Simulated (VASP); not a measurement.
# Si (P6_3/mmc) in VASP: vibrations by perturbation theory with PBE

Aim: the vibrations by perturbation theory of Si with PBE.

Everything below comes from runs of VASP 6.6.1. Logs are shortened: lines on timing, memory, paths and dates and some standing lists are left out, and cuts for length are marked.

### 1 The cell of the first run

It takes space group P6_3/mmc (No. 194, hexagonal). The conventional cell has a = 3.851 Å, b = 3.851 Å, c = 6.366 Å, α = 90.00°, β = 90.00°, γ = 120.00°. Si (site symmetry 3m) has 4 Si at 2.36 to 2.38 Å within 3.1 Å.

This isn't the form of Si at room conditions, which is diamond.

### 2 Vibrations by perturbation theory, PBE

INCAR reads:

```
SYSTEM = Si
PREC = Accurate ; ENCUT = 500
EDIFF = 1E-8 ; ISMEAR = 0
SIGMA = 0.01 ; LREAL = .FALSE.
LASPH = .TRUE. ; NELM = 120
ALGO = Normal ; ISIF = 2
LWAVE = .FALSE. ; LCHARG = .FALSE.
GGA = PE ; IBRION = 8
NSW = 1 ; LEPSILON = .TRUE.
GGA_COMPAT = .FALSE.
```

KPOINTS reads:

```
Automatic mesh
0
G
  12 12 6
  0 0 0
```

POSCAR reads:

```
Si
1.0
    3.8513104194      0.0000000000      0.0000000000
   -1.9256552097      3.3353326611      0.0000000000
    0.0000000000      0.0000000000      6.3657545305
Si
4
Direct
    0.6666666667      0.3333333333      0.5629414155
    0.3333333333      0.6666666667      0.0629414155
    0.6666666667      0.3333333333      0.9370585845
    0.3333333333      0.6666666667      0.4370585845
```

Potentials or basis: VASP PAW PBE potentials, release 64 (Si).

Command:

```bash
cat potpaw_PBE.64/Si/POTCAR > POTCAR
mpirun -np 1 vasp_std > vasp.out
```

OUTCAR:

```text
SYSTEM = Si
   PREC = Accurate
   ENCUT = 500
   EDIFF = 1E-8
   ISMEAR = 0
   LREAL = .FALSE.
   LASPH = .TRUE.
   NELM = 120
   ISIF = 2
   GGA = PE
   IBRION = 8
   NSW = 1
   LEPSILON = .TRUE.

 ion  position               nearest neighbor table
   1  0.667  0.333  0.563-   4 2.36   4 2.36   4 2.36   3 2.38
   2  0.333  0.667  0.063-   3 2.36   3 2.36   3 2.36   4 2.38
   3  0.667  0.333  0.937-   2 2.36   2 2.36   2 2.36   1 2.38
   4  0.333  0.667  0.437-   1 2.36   1 2.36   1 2.36   2 2.38

  LATTYP: Found a hexagonal cell.
 ALAT       =     3.8513104194
 C/A-ratio  =     1.6528801466

  Lattice vectors:

 A1 = (   3.8513104194,   0.0000000000,   0.0000000000)
 A2 = (  -1.9256552097,   3.3353326611,   0.0000000000)
 A3 = (   0.0000000000,   0.0000000000,   6.3657545305)

Analysis of symmetry for initial positions (statically):
=====================================================================
 Subroutine PRICEL returns:
 Original cell was already a primitive cell.

 Routine SETGRP: Setting up the symmetry group for a
 hexagonal supercell.

 Subroutine GETGRP returns: Found 24 space group operations
 (whereof 12 operations were pure point group operations)
 out of a pool of 24 trial point group operations.

The static configuration has the point symmetry D_3d.
 The point group associated with its full space group is D_6h.

Analysis of symmetry for dynamics (positions and initial velocities):
=====================================================================
 Subroutine PRICEL returns:
 Original cell was already a primitive cell.

 Routine SETGRP: Setting up the symmetry group for a
 hexagonal supercell.

 Subroutine GETGRP returns: Found 24 space group operations
[... 633 lines left out ...]
 ---------------------------------------------------------------------------------
 ion    1
    1     0.00000     0.00000     0.00000
    2     0.00000     0.00000     0.00000
    3    -0.00000     0.00000     0.00000
 ion    2
    1    -0.00000    -0.00000     0.00000
    2     0.00000     0.00000    -0.00000
    3     0.00000     0.00000     0.00000
 ion    3
    1    -0.00000    -0.00000     0.00000
    2    -0.00000     0.00000    -0.00000
    3     0.00000     0.00000     0.00000
 ion    4
    1     0.00000     0.00000    -0.00000
    2     0.00000     0.00000     0.00000
    3     0.00000     0.00000     0.00000

 INTERNAL STRAIN TENSOR FOR ION    4 for displacements in x,y,z  (eV/Angst):
          X           Y           Z          XY          YZ          ZX
  --------------------------------------------------------------------------------
  x     0.00000     0.00000     0.00000    -7.29322     0.00000     6.17823
  y    -7.29322     7.29322     0.00000     0.00000     5.80886     0.00000
  z     5.37958     5.37958    -9.54271     0.00000    -0.00000     0.00000

 SECOND DERIVATIVES (NOT SYMMETRIZED)
 ------------------------------------
               1X          1Y          1Z          2X          2Y          2Z          3X          3Y          3Z          4X          4Y          4Z
  1X   -12.592283    0.000000    0.000000   -0.206764    0.000000    0.000000    0.755184   -0.000000    0.000000   12.043863    0.000000    0.000000
  1Y     0.000000  -12.592283   -0.000000    0.000000   -0.206764   -0.000000    0.000000    0.755184    0.000000    0.000000   12.043863    0.000000
  1Z     0.000000    0.000000  -14.081810    0.000000   -0.000000    1.331652    0.000000    0.000000    6.987157   -0.000000    0.000000    5.763001
  2X    -0.206764    0.000000    0.000000  -12.592283    0.000000    0.000000   12.043863    0.000000    0.000000    0.755184   -0.000000    0.000000
  2Y     0.000000   -0.206764    0.000000    0.000000  -12.592283   -0.000000    0.000000   12.043863   -0.000000    0.000000    0.755184    0.000000
  2Z     0.000000    0.000000    1.331652    0.000000    0.000000  -14.081810    0.000000    0.000000    5.763001    0.000000    0.000000    6.987157
  3X     0.755184   -0.000000    0.000000   12.043863    0.000000    0.000000  -12.592283    0.000000    0.000000   -0.206764    0.000000    0.000000
  3Y     0.000000    0.755184    0.000000    0.000000   12.043863   -0.000000    0.000000  -12.592283   -0.000000    0.000000   -0.206764    0.000000
  3Z     0.000000    0.000000    6.987157    0.000000    0.000000    5.763001    0.000000    0.000000  -14.081810    0.000000    0.000000    1.331652
  4X    12.043863    0.000000    0.000000    0.755184   -0.000000    0.000000   -0.206764    0.000000    0.000000  -12.592283    0.000000    0.000000
  4Y     0.000000   12.043863    0.000000    0.000000    0.755184    0.000000    0.000000   -0.206764   -0.000000    0.000000  -12.592283   -0.000000
  4Z    -0.000000    0.000000    5.763001    0.000000    0.000000    6.987157    0.000000   -0.000000    1.331652    0.000000    0.000000  -14.081810

 Eigenvectors and eigenvalues of the dynamical matrix
 ----------------------------------------------------

   1 f  =   14.925103 THz    93.777186 2PiTHz  497.847840 cm-1    61.725238 meV
             X         Y         Z           dx          dy          dz
      1.925655  1.111778  3.583547    -0.000000   -0.500000   -0.000000
     -0.000000  2.223555  0.400670    -0.000000   -0.500000   -0.000000
      1.925655  1.111778  5.965085     0.000000    0.500000    0.000000
     -0.000000  2.223555  2.782208     0.000000    0.500000    0.000000
[... 71 lines left out ...]
  12 f/i=    0.000000 THz     0.000003 2PiTHz    0.000014 cm-1     0.000002 meV
             X         Y         Z           dx          dy          dz
      1.925655  1.111778  3.583547     0.063093    0.040640    0.494336
     -0.000000  2.223555  0.400670     0.063093    0.040640    0.494336
      1.925655  1.111778  5.965085     0.063093    0.040640    0.494336
     -0.000000  2.223555  2.782208     0.063093    0.040640    0.494336

--------------------------------------------------------------------------------------------------------

 MACROSCOPIC STATIC DIELECTRIC TENSOR IONIC CONTRIBUTION
 ------------------------------------------------------
           0.000000     0.000000    -0.000000
           0.000000     0.000000    -0.000000
          -0.000000    -0.000000     0.000000
 ------------------------------------------------------

 ELASTIC MODULI CONTR FROM IONIC RELAXATION (kBar)
 Direction    XX          YY          ZZ          XY          YZ          ZX
 --------------------------------------------------------------------------------
 XX        -265.0360     87.1452    157.7783      0.0000      0.0000     -0.0000
 YY          87.1452   -265.0360    157.7783     -0.0000     -0.0000      0.0000
 ZZ         157.7783    157.7783   -279.8792      0.0000     -0.0000     -0.0000
 XY           0.0000     -0.0000      0.0000   -176.0906     -0.0000      0.0000
 YZ           0.0000      0.0000     -0.0000     -0.0000   -103.3113      0.0000
 ZX          -0.0000      0.0000     -0.0000      0.0000      0.0000   -116.8675
 --------------------------------------------------------------------------------

 PIEZOELECTRIC TENSOR IONIC CONTR  for field in x, y, z        (C/m^2)
          XX          YY          ZZ          XY          YZ          ZX
  --------------------------------------------------------------------------------
  x    -0.00000     0.00000     0.00000    -0.00000    -0.00000     0.00000
  y    -0.00000     0.00000     0.00000    -0.00000     0.00000    -0.00000
  z    -0.00000     0.00000     0.00000    -0.00000    -0.00000     0.00000
```

Wall time 16 min (1 thread of Intel Xeon Platinum 8488C (Sapphire Rapids), shared host); peak memory 0.85 GiB.

What came out:

```yaml
Electronic_dielectric_tensor_diagonal: 12.75, 12.75, 13.72
Born_charges_mean_of_the_diagonal: Si +0.00 e
Highest_phonon_frequency_at_Γ: 498 cm⁻¹
```

Phonon frequencies in cm⁻¹ (negative: imaginary):
```tsv
q point	frequencies
(0.000, 0.000, 0.000)	0 0 0 103 103 371 401 479 479 497 498 498
```

Electronic dielectric tensor:
```
12.75  0.00  0.00
 0.00 12.75  0.00
 0.00  0.00 13.72
```

Born effective charge tensors (e):
atom 1, Si
```
0.00 0.00 0.00
0.00 0.00 0.00
0.00 0.00 0.00
```
atom 2, Si
```
0.00 0.00 0.00
0.00 0.00 0.00
0.00 0.00 0.00
```
atom 3, Si
```
0.00 0.00 0.00
0.00 0.00 0.00
0.00 0.00 0.00
```
atom 4, Si
```
0.00 0.00 0.00
0.00 0.00 0.00
0.00 0.00 0.00
```
